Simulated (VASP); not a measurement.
# Os2Rh (Pnnm) in VASP: single point with PBE

Aim: the single point of Os2Rh with PBE.

Program: VASP 6.6.1. These are calculated values, not measurements. Logs are shortened: lines on timing, memory, paths and dates and some standing lists are left out, and cuts for length are marked.

### 1 The cell of the first run

Symmetry: Pnnm, No. 58, orthorhombic system. The conventional cell has a = 4.930 Å, b = 5.080 Å, c = 3.318 Å, α = 90.00°, β = 90.00°, γ = 90.00°. Within 2.9 Å of Os (site symmetry m) lie 3 Rh at 2.14 to 2.18 Å and 1 Os at 2.84 Å. Within 2.8 Å of Rh (site symmetry 2/m) lie 6 Os at 2.14 to 2.18 Å.

### 2 Single point, PBE

INCAR

```
ALGO     = Fast           # electronic algorithm
EDIFF    = 1E-6           # SCF threshold, eV
ENCUT    = 520            # plane-wave cutoff, eV
GGA      = PE             # functional
ISIF     = 2              # what is computed and relaxed
ISMEAR   = 0              # smearing method
LASPH    = True           # aspherical terms in the spheres
LCHARG   = False          # write CHGCAR
LREAL    = False          # projectors in reciprocal space
LWAVE    = False          # write WAVECAR
NBANDS   = 40             # bands
NELM     = 100            # most SCF steps
PREC     = Accurate       # precision mode
SIGMA    = 0.1            # smearing width, eV
```

KPOINTS

```
k-points
0
Gamma
  4 4 6
```

POSCAR

```
Os2Rh
1.0
    4.9300072071      0.0000000000      0.0000000000
    0.0000000000      5.0801196061      0.0000000000
    0.0000000000      0.0000000000      3.3182740817
Os Rh
4 2
Direct
    0.2250000000      0.8250000000      0.5000000000
    0.7250000000      0.6750000000      0.0000000000
    0.7750000000      0.1750000000      0.5000000000
    0.2750000000      0.3250000000      0.0000000000
    0.5000000000      0.5000000000      0.5000000000
    0.0000000000      0.0000000000      0.0000000000
```

Potentials or basis: VASP PAW PBE potentials, release 64 (Os, Rh_pv).

On the command line:

```sh
$ cat potpaw_PBE.64/Os/POTCAR potpaw_PBE.64/Rh_pv/POTCAR > POTCAR
$ mpirun -np 1 vasp_std > vasp.out
```

OUTCAR:

```text
EDIFF = 1E-6
   ENCUT = 520
   GGA = PE
   ISIF = 2
   ISMEAR = 0
   LASPH = True
   LREAL = False
   NELM = 100
   PREC = Accurate

 ion  position               nearest neighbor table
   1  0.225  0.825  0.500-   5 2.14   6 2.18   6 2.18   3 2.84   4 3.04   4 3.04   4 3.04   4 3.04
                             2 3.07   2 3.07   2 3.07   2 3.07   3 3.24
   2  0.725  0.675  0.000-   6 2.14   5 2.18   5 2.18   4 2.84   3 3.04   3 3.04   3 3.04   3 3.04
                             1 3.07   1 3.07   1 3.07   1 3.07   4 3.24
   3  0.775  0.175  0.500-   5 2.14   6 2.18   6 2.18   1 2.84   2 3.04   2 3.04   2 3.04   2 3.04
                             4 3.07   4 3.07   4 3.07   4 3.07   1 3.24
   4  0.275  0.325  0.000-   6 2.14   5 2.18   5 2.18   2 2.84   1 3.04   1 3.04   1 3.04   1 3.04
                             3 3.07   3 3.07   3 3.07   3 3.07   2 3.24
   5  0.500  0.500  0.500-   1 2.14   3 2.14   2 2.18   4 2.18   2 2.18   4 2.18
   6  0.000  0.000  0.000-   2 2.14   4 2.14   3 2.18   1 2.18   1 2.18   3 2.18

  LATTYP: Found a simple orthorhombic cell.
 ALAT       =     3.3182740817
 B/A-ratio  =     1.4857142857
 C/A-ratio  =     1.5309523810

  Lattice vectors:

 A1 = (   0.0000000000,   0.0000000000,   3.3182740817)
 A2 = (   4.9300072071,   0.0000000000,   0.0000000000)
 A3 = (   0.0000000000,   5.0801196061,   0.0000000000)

Analysis of symmetry for initial positions (statically):
=====================================================================
 Subroutine PRICEL returns:
 Original cell was already a primitive cell.

 Routine SETGRP: Setting up the symmetry group for a
 simple orthorhombic supercell.

 Subroutine GETGRP returns: Found  8 space group operations
 (whereof  4 operations were pure point group operations)
 out of a pool of  8 trial point group operations.

The static configuration has the point symmetry C_2h.
 The point group associated with its full space group is D_2h.

Analysis of symmetry for dynamics (positions and initial velocities):
=====================================================================
 Subroutine PRICEL returns:
 Original cell was already a primitive cell.

 Routine SETGRP: Setting up the symmetry group for a
 simple orthorhombic supercell.

 Subroutine GETGRP returns: Found  8 space group operations
 (whereof  4 operations were pure point group operations)
 out of a pool of  8 trial point group operations.

The dynamic configuration has the point symmetry C_2h.
 The point group associated with its full space group is D_2h.

 Subroutine INISYM returns: Found  8 space group operations
 (whereof  4 operations are pure point group operations),
 and found     1 'primitive' translations

----------------------------------------------------------------------------------------

                                     Primitive cell

  volume of cell :      83.1063

  direct lattice vectors                    reciprocal lattice vectors
     4.930007207  0.000000000  0.000000000     0.202839460  0.000000000  0.000000000
     0.000000000  5.080119606  0.000000000     0.000000000  0.196845759  0.000000000
     0.000000000  0.000000000  3.318274082     0.000000000  0.000000000  0.301361484

  length of vectors
     4.930007207  5.080119606  3.318274082     0.202839460  0.196845759  0.301361484

  position of ions in fractional coordinates (direct lattice)
     0.225000000  0.825000000  0.500000000
     0.725000000  0.675000000  0.000000000
     0.775000000  0.175000000  0.500000000
     0.275000000  0.325000000  0.000000000
     0.500000000  0.500000000  0.500000000
     0.000000000  0.000000000  0.000000000

  ion indices of the primitive-cell ions
   primitive index   ion index
                 1           1
                 2           2
                 3           3
                 4           4
                 5           5
                 6           6

----------------------------------------------------------------------------------------

 KPOINTS: k-points

Automatic generation of k-mesh.
 Grid dimensions read from file:
 generate k-points for:    4    4    6

 Generating k-lattice:

  Cartesian coordinates                     Fractional coordinates (reciprocal lattice)
     0.050709865  0.000000000  0.000000000     0.250000000  0.000000000  0.000000000
     0.000000000  0.049211440  0.000000000     0.000000000  0.250000000  0.000000000
     0.000000000  0.000000000  0.050226914     0.000000000  0.000000000  0.166666667

  Length of vectors
     0.050709865  0.049211440  0.050226914

  Shift w.r.t. Gamma in fractional coordinates (k-lattice)
     0.000000000  0.000000000  0.000000000

 Subroutine IBZKPT returns following result:
 ===========================================

 Found     36 irreducible k-points:

 Following reciprocal coordinates:
            Coordinates               Weight
  0.000000  0.000000  0.000000      1.000000
  0.250000  0.000000  0.000000      2.000000
  0.500000  0.000000  0.000000      1.000000
  0.000000  0.250000  0.000000      2.000000
  0.250000  0.250000  0.000000      4.000000
  0.500000  0.250000  0.000000      2.000000
[... 16 lines left out ...]
  0.250000  0.250000  0.333333      8.000000
  0.500000  0.250000  0.333333      4.000000
 [... further k-points ...]
   k-points           NKPTS =     36   k-points in BZ     NKDIM =     36   number of bands    NBANDS=     40
   number of dos      NEDOS =    301   number of ions     NIONS =      6
   total plane-waves  NPLWV =  44800
   dimension x,y,z NGX =    40 NGY =   40 NGZ =   28
   dimension x,y,z NGXF=    80 NGYF=   80 NGZF=   56
   ions per type =               4   2
   NGX,Y,Z   is equivalent  to a cutoff of  13.49, 13.09, 14.03 a.u.
   NGXF,Y,Z  is equivalent  to a cutoff of  26.98, 26.18, 28.06 a.u.
 SYSTEM =  unknown system
   PREC   = accura    normal or accurate (medium, high low for compatibility)
   ISTART =      0    job   : 0-new  1-cont  2-samecut
   ICHARG =      2    charge: 1-file 2-atom 10-const
   ISPIN  =      1    spin polarized calculation?
   LNONCOLLINEAR =      F non collinear calculations
   LSORBIT =      F    spin-orbit coupling
   LASPH  =      T    aspherical Exc in radial PAW
   ENCUT  =  520.0 eV  38.22 Ry    6.18 a.u.   9.17  9.45  6.17*2*pi/ulx,y,z
   NELM   =    100;   NELMIN=  2; NELMDL= -5     # of ELM steps
   EDIFF  = 0.1E-05   stopping-criterion for ELM
   LREAL  =      F    real-space projection
   EDIFFG = 0.1E-04   stopping-criterion for IOM
   NSW    =      0    number of steps for IOM
   IBRION =     -1    ionic relax: 0-MD 1-quasi-New 2-CG
   NFREE  =      0    steps in history (QN), initial steepest desc. (CG)
   ISIF   =      2    stress and relaxation
   ISYM   =      2    0-nonsym 1-usesym 2-fastsym
   POTIM  = 0.5000    time-step for ionic-motion
   TEBEG  =    0.0;   TEEND  =   0.0 temperature during run
   PSTRESS=    0.0 pullay stress
   NELECT =      62.0000    total number of electrons
   NUPDOWN=      -1.0000    fix difference up-down
   EMIN   =  10.00;   EMAX   =-10.00  energy-range for DOS
   EFERMI =   0.00;   METHOD = LEGACY
   ISMEAR =     0;   SIGMA  =   0.10  broadening in eV -4-tet -1-fermi 0-gaus
   EFERMI_NEDOS =   21; number of points for ismear=-14 and -15
   IALGO  =     68    algorithm
   IMIX   =      4    mixing-type and parameters
     AMIX     =   0.40;   BMIX     =  1.00
     AMIX_MAG =   1.60;   BMIX_MAG =  1.00
  volume/ion in A,a.u.               =      13.85        93.47
  Fermi-wavevector in a.u.,A,eV,Ry     =   1.484776  2.805819 29.994839  2.204558
  Thomas-Fermi vector in A             =   2.598270
   LORBIT       =      0    0 simple, 1 ext, 2 COOP (PROOUT), +10 PAW based schemes
   GGA     = PE    functional components
   LHFCALC =     F    Hartree Fock is set to
   AEXX    =    0.0000 exact exchange contribution
   IVDW    =     0    specifies the selected vdW correction
   LEPSILON=     F    determine dielectric tensor
   LRPA    =     F    only Hartree local field effects (RPA)
 non-spin polarized calculation
 RMM-DIIS sequential band-by-band and
 Gauss-broadening in eV      SIGMA  =   0.10
  energy-cutoff  :      520.00
  volume of cell :       83.11
 maximum number of plane-waves:      2276
 NGX is ok and might be reduce to    40
   NGX = 19   NGY = 19   NGZ = 13

 number of electron      61.9999999 magnetization

 Free energy of the ion-electron system (eV)
  ---------------------------------------------------
  ext. energy  EPLUGINS =         0.00000000
  ---------------------------------------------------
  free energy    TOTEN  =       -35.13248605 eV

  energy without entropy =      -35.08942981  energy(sigma->0) =      -35.11095793

 E-fermi :  10.9342     XC(G=0): -13.7794

 val. band max:       10.9104380501   @ k =   0.2500   0.0000   0.3333
 cond. band min:      10.9449984254   @ k =   0.5000   0.0000   0.1667
 fundamental gap:      0.0345603753
 Fermi energy:        10.9342064547

 k-point     1 :       0.0000    0.0000    0.0000
  band No.  band energies     occupation
      1     -38.5117      2.00000
      2     -38.4609      2.00000
      3     -38.4082      2.00000
      4     -38.3527      2.00000
      5     -38.2119      2.00000
      6     -38.1767      2.00000
[... 32 lines left out ...]
     39      14.3326      0.00000
     40      14.5970      0.00000

 k-point     2 :       0.2500    0.0000    0.0000
  band No.  band energies     occupation
      1     -38.5001      2.00000
      2     -38.4630      2.00000
      3     -38.4001      2.00000
      4     -38.3609      2.00000
      5     -38.2129      2.00000
      6     -38.1868      2.00000
[... 32 lines left out ...]
     39      13.8944      0.00000
     40      14.2119      0.00000

 k-point     3 :       0.5000    0.0000    0.0000
  band No.  band energies     occupation
      1     -38.4767      2.00000
      2     -38.4767      2.00000
      3     -38.3805      2.00000
      4     -38.3805      2.00000
      5     -38.2055      2.00000
      6     -38.2055      2.00000
[... 32 lines left out ...]
     39      13.2934      0.00000
     40      13.2934      0.00000

 k-point     4 :       0.0000    0.2500    0.0000
  band No.  band energies     occupation
      1     -38.5000      2.00000
      2     -38.4631      2.00000
      3     -38.4001      2.00000
      4     -38.3608      2.00000
      5     -38.2128      2.00000
      6     -38.1869      2.00000
[... 32 lines left out ...]
     39      14.1155      0.00000
     40      14.8715      0.00000
[... 772 lines left out ...]
     39      13.9539      0.00000
     40      15.2169      0.00000

 k-point    23 :       0.2500    0.2500    0.3333
  band No.  band energies     occupation
      1     -38.5255      2.00000
      2     -38.4777      2.00000
      3     -38.3916      2.00000
      4     -38.3416      2.00000
      5     -38.1747      2.00000
      6     -38.1656      2.00000
[... 32 lines left out ...]
     39      13.3836      0.00000
     40      14.0160      0.00000

 k-point    24 :       0.5000    0.2500    0.3333
  band No.  band energies     occupation
      1     -38.5045      2.00000
      2     -38.5045      2.00000
      3     -38.3643      2.00000
      4     -38.3643      2.00000
      5     -38.1695      2.00000
      6     -38.1695      2.00000
[... 32 lines left out ...]
     39      13.8128      0.00000
     40      13.8128      0.00000

 [... further k-points ...]

------------------------ aborting loop because EDIFF is reached ----------------------------------------

  FORCE on cell =-STRESS in cart. coord.  units (eV):
  Direction    XX          YY          ZZ          XY          YZ          ZX
  --------------------------------------------------------------------------------------
  -------------------------------------------------------------------------------------
  Total       68.5257176     70.1298498     82.6099036      0.0000000      0.0000000      0.0000000
  in kB     1321.0839850   1352.0095038   1592.6082142      0.0000000      0.0000000      0.0000000
  external PRESSURE =    1421.9005676 kB  Pullay stress =       0.0000000 kB

 VOLUME and BASIS-vectors are now :
 -----------------------------------------------------------------------------
  energy-cutoff  :      520.00
  volume of cell :       83.11
      direct lattice vectors                 reciprocal lattice vectors
     4.930007207  0.000000000  0.000000000     0.202839460  0.000000000  0.000000000
     0.000000000  5.080119606  0.000000000     0.000000000  0.196845759  0.000000000
     0.000000000  0.000000000  3.318274082     0.000000000  0.000000000  0.301361484

 POSITION                                       TOTAL-FORCE (eV/Angst)
 -----------------------------------------------------------------------------------
      1.10925      4.19110      1.65914         3.180352      0.393780      0.000000
      3.57426      3.42908      0.00000         3.180352     -0.393780      0.000000
      3.82076      0.88902      1.65914        -3.180352     -0.393780      0.000000
      1.35575      1.65104      0.00000        -3.180352      0.393780      0.000000
      2.46500      2.54006      1.65914        -0.000000      0.000000      0.000000
      0.00000      0.00000      0.00000        -0.000000      0.000000      0.000000
 -----------------------------------------------------------------------------------
    total drift:                                0.000000     -0.000000     -0.000000

  FREE ENERGIE OF THE ION-ELECTRON SYSTEM (eV)
  ---------------------------------------------------
  free  energy   TOTEN  =       -35.1324860526 eV

  energy  without entropy=      -35.0894298091  energy(sigma->0) =      -35.11095793
```

It took 78 s on 1 thread of AMD EPYC 9R45 (Zen 5), shared host; peak memory 0.23 GiB.

What came out:

```yaml
Free_energy: -35.1325 eV
Pressure: 142.2 GPa
Largest_force: 3.205 eV/Å
Band_gap_on_the_k_mesh: zero (bands 31 and 32 overlap by 1.10 eV)
```

Forces on the atoms (eV/Å):
```
Os   3.180  0.394  0.000
Os   3.180 -0.394  0.000
Os  -3.180 -0.394  0.000
Os  -3.180  0.394  0.000
Rh   0.000  0.000  0.000
Rh   0.000  0.000  0.000
```

Caveat: the cell stands under pressure; spin-orbit coupling is left out, which moves the levels of the heavy elements; forces of over 1 eV/Å act on the atoms, so gaps and moduli don't describe the material at rest.
